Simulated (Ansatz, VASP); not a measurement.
**One calculation of Mg2GeN, two programs**

```
CELL_PARAMETERS angstrom
-2.57500 1.58841 4.04037
2.57500 -1.58841 4.04037
2.57500 1.58841 -4.04037
ATOMIC_POSITIONS crystal
Mg 0.83782 0.83782 0.00000
Mg 0.16218 0.16218 0.00000
Ge 0.50000 0.50000 0.00000
N 0.50000 0.00000 0.50000
```

Alike in both runs: functional PBE; k mesh 6 × 6 × 6; occupations gaussian, width 0.1 eV; no spin polarisation.

Ansatz relaxed the structure, and its values are those at the end. VASP's run is a single point on that final structure, the one shown.

|  | VASP | Ansatz |
| --- | --- | --- |
| version | VASP 6.6.1 | Ansatz 0.2.0 |
| potentials or method | VASP PAW PBE potentials, release 64 (Mg, Ge_d, N), cutoff 520 eV | scalar-relativistic, plane waves, PAW |
| valence electrons in the cell | 23 | 39 |

```csv
,VASP,Ansatz,Ansatz less VASP
gap on the k mesh at the Fermi level (eV),none,none,-
pressure (GPa),0.0,0.1,+0.16
rms of the force components (eV/Å),0.002,0.006,+0.0034
```

A gap of «none» marks a metal or a gap that the smearing closes. VASP's potentials hold 23 valence electrons a cell and Ansatz's 39, so a difference there can come from the potentials and not from the codes.

The k mesh is coarse, so the values compare programs but aren't converged.
